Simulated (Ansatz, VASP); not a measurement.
**Na2Cl: VASP beside Ansatz**

```
Na Cl
1.0
     3.48486    0.00000    0.02361
     0.00000    3.44521    0.00000
     0.08361    0.00000   12.43731
Na Cl
4 2
Direct
  0.95767 0.00000 0.22194
  0.04233 0.00000 0.77806
  0.00000 0.00000 0.50000
  0.50000 0.50000 0.00000
  0.48717 0.50000 0.36210
  0.51283 0.50000 0.63790
```

Alike in both runs: task single point; functional PBEsol; k mesh 10 × 10 × 4; occupations gaussian, width 0.1 eV; no spin polarisation.

|  | VASP | Ansatz |
| --- | --- | --- |
| version | VASP 6.6.1 | Ansatz 0.2.0 |
| potentials or method | VASP PAW PBE potentials, release 64 (Na_pv, Cl), cutoff 520 eV | scalar-relativistic, plane waves, PAW |
| valence electrons in the cell | 42 | 50 |

|  | VASP | Ansatz | Ansatz less VASP |
| --- | --- | --- | --- |
| gap on the k mesh at the Fermi level (eV) | none | none | - |
| pressure (GPa) | 0.4 | 0.4 | +0.02 |
| traceless stress, the component that is largest in VASP (GPa) | -0.30 | -0.31 | -0.002 |
| rms of the force components (eV/Å) | 0.103 | 0.104 | +0.0007 |

VASP's potentials were made for PBE, not for PBEsol. Atom by atom the forces differ by 0.001 eV/Å (rms over components). A gap of «none» marks a metal or a gap that the smearing closes. The functional is the same, so the differences come from potentials, cutoffs and numerics. VASP's potentials hold 42 valence electrons a cell and Ansatz's 50, so a difference there can come from the potentials and not from the codes.
